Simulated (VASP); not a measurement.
A run of VASP 6.6.1 is set up as follows.

The input INCAR:

```
SYSTEM = Mg3ZrN
PREC     = Accurate       ! precision mode
ENCUT    = 520            ! plane-wave cutoff, eV
EDIFF    = 1E-7           ! SCF threshold, eV
ISMEAR   = 0              ! smearing method
SIGMA    = 0.1            ! smearing width, eV
LREAL    = .FALSE.        ! projectors in reciprocal space
LASPH    = .TRUE.         ! aspherical terms in the spheres
NELM     = 100            ! most SCF steps
ALGO     = Normal         ! electronic algorithm
ISIF     = 2              ! what is computed and relaxed
LWAVE    = .FALSE.        ! write WAVECAR
LCHARG   = .FALSE.        ! write CHGCAR
GGA      = PE             ! functional
NBANDS   = 20             ! bands
```

KPOINTS

```
regular mesh
0
G
  6 6 2
  0 0 0
```

Contents of POSCAR:

```
Mg3ZrN
1.0
    3.4594675400      0.0000000000      0.0000000000
   -1.7297337700      2.9959867700      0.0000000000
    0.0000000000      0.0000000000      8.9970919700
Mg Zr N
3 1 1
Direct
    0.3333333300      0.6666666700      0.3864852200
    0.6666666700      0.3333333300      0.3864852200
    0.0000000000      0.0000000000      0.3870602500
    0.0000000000      0.0000000000      0.0405410300
    0.0000000000      0.0000000000      0.7997146200
```

Potentials or basis: VASP PAW PBE potentials, release 64 (Mg, Zr_sv, N).

Run with:

```sh
$ cat potpaw_PBE.64/Mg/POTCAR potpaw_PBE.64/Zr_sv/POTCAR potpaw_PBE.64/N/POTCAR > POTCAR
$ mpirun -np 1 vasp_std > vasp.out
```

(1) Predict the largest force.

(2) What does it give for the pressure?

## Answers

(1) 3.048 eV/Å.

(2) 61.9 GPa.

Caveat: forces of over 1 eV/Å act on the atoms, so gaps and moduli don't describe the material at rest.
